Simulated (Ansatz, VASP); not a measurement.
Zr3Ag in VASP and in Ansatz

File INCAR:

```
ALGO = Normal ; EDIFF = 1E-8
ENCUT = 520 ; GGA = CA
ISIF = 2 ; ISMEAR = -1
LASPH = True ; LCHARG = False
LEFG = True ; LREAL = False
LWAVE = False ; NBANDS = 32
NELM = 60 ; PREC = Accurate
SIGMA = 0.05
```

File KPOINTS:

```
k-points
0
Gamma
  7 7 8
```

File POSCAR:

```
Zr3Ag
1.0
    4.5660000000      0.0000000000      0.0000000000
    0.0000000000      4.5660000000      0.0000000000
    0.0000000000      0.0000000000      3.9860000000
Zr Ag
3 1
Direct
    0.5000000000      0.5000000000      0.0000000000
    0.0000000000      0.5000000000      0.5000000000
    0.5000000000      0.0000000000      0.5000000000
    0.0000000000      0.0000000000      0.0000000000
```

Input for Ansatz:

```yaml
crystal:
  lattice:
    - [4.566, 0.0, 0.0]
    - [0.0, 4.566, 0.0]
    - [0.0, 0.0, 3.986]
  atoms:
    - { symbol: Zr, position: [0.5, 0.5, 0.0] }
    - { symbol: Zr, position: [0.0, 0.5, 0.5] }
    - { symbol: Zr, position: [0.5, 0.0, 0.5] }
    - { symbol: Ag, position: [0.0, 0.0, 0.0] }
kpoints:
  mp_grid: { grid: [7, 7, 8] }
  band_path:
    path:
      - [0.0, 0.0, 0.0]
      - [0.0, 0.5, 0.0]
      - [0.5, 0.5, 0.0]
      - [0.0, 0.0, 0.0]
      - [0.0, 0.0, 0.5]
      - [0.0, 0.5, 0.5]
      - [0.5, 0.5, 0.5]
      - [0.0, 0.0, 0.5]
      - [0.0, 0.5, 0.0]
    npoints: 14
scf:
  occupations: { method: fermi_dirac, width: 0.05 }
hamiltonian:
  xc: lda
  pseudopotentials: { kind: paw }
output:
  forces: true
  stress: true
  eigenvalues: true
  efg: { contact_densities: true }
  populations: true
  bader: true
  dos: { projected: true, de: 0.2, e_range: [-14, 8] }
  write_density: true
  write_potential: true
  elf: true
  volumetric_format: npy
```

Alike in both runs: task electric field gradients; functional LDA; k mesh 7 × 7 × 8; occupations fermi-dirac, width 0.05 eV; no spin polarisation.

```csv
,VASP,Ansatz
version,VASP 6.6.1,Ansatz 0.2.0
potentials or method,"VASP PAW LDA potentials, release 64 (Zr_sv, Ag)","PAW with Ansatz's default frozen-core files, scalar-relativistic"
plane-wave cutoff (eV),520,420
valence electrons in the cell,47,55
```

Ansatz gave:

* pressure (GPa): -5.0
* traceless stress, the component that is largest in VASP (GPa): 1.68
* size of Vzz on the site where it differs most (V/Å²): 33.1

**Question.** Which values does VASP return?

**Answer.** Pressure (GPa): -4.8; traceless stress, the component that is largest in VASP (GPa): 1.66; size of Vzz on the site where it differs most (V/Å²): 39.3.

LDA's correlation is that of Perdew and Zunger in VASP and of Perdew and Wang (1992) in Ansatz. VASP's potentials hold 47 valence electrons a cell and Ansatz's 55, so a difference there can come from the potentials and not from the codes.
